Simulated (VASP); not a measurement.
Here is a VASP 6.6.1 calculation.

POSCAR

```
GaN
1.0
    2.2264555850      2.2264555850      0.0000000000
   -2.2264555850      2.2264555850      0.0000000000
    0.0000000000      2.2264555850      2.2726975127
Ga N
1 1
Direct
    0.0000000000      0.0000000000      0.0000000000
    0.2500000000      0.7500000000      0.5000000000
```

INCAR.step1

```
SYSTEM = GaN
ALGO = Normal ; EDIFF = 1E-5
ENCUT = 1460 ; GGA = PE
GGA_COMPAT = .False. ; ISMEAR = 0
LASPH = .True. ; LCHARG = .False.
LREAL = .False. ; LWAVE = .True.
NBANDS = 16 ; NELM = 120
PREC = Accurate ; SIGMA = 0.01
```

The input INCAR.step2:

```
SYSTEM = GaN
ALGO = Normal ; EDIFF = 1E-6
ENCUT = 1460 ; GGA_COMPAT = .False.
ISIF = 2 ; ISMEAR = 0
ISTART = 1 ; LASPH = .True.
LCHARG = .True. ; LELF = .True.
LMIXTAU = .True. ; LREAL = .False.
LVHAR = .True. ; LWAVE = .False.
METAGGA = R2SCAN ; NBANDS = 16
NELM = 120 ; PREC = Accurate
SIGMA = 0.01
```

KPOINTS

```
k-points
0
Gamma
  10 10 10
  0 0 0
```

Potentials or basis: VASP PAW PBE potentials, release 64 (Ga_d, N_h).

Launch:

```sh
$ cat potpaw_PBE.64/Ga_d/POTCAR potpaw_PBE.64/N_h/POTCAR > POTCAR
$ cp INCAR.step1 INCAR
$ mpirun -np 1 vasp_std > vasp.out
$ cp INCAR.step2 INCAR
$ mpirun -np 1 vasp_std > vasp.out
```

Question: Estimate the pressure.

Answer: 2.9 GPa.

Question: Predict the band gap on the k mesh.

Answer: 2.19 eV.

Stress tensor (GPa, compression positive):
```
3.83 0.00 0.00
0.00 3.83 0.00
0.00 0.00 1.05
```

Caveat: the cell differs from its parent crystal (in-plane strain -0.01, then relaxed in part); the PAW data sets were made with another functional, which shifts forces and pressure a little.
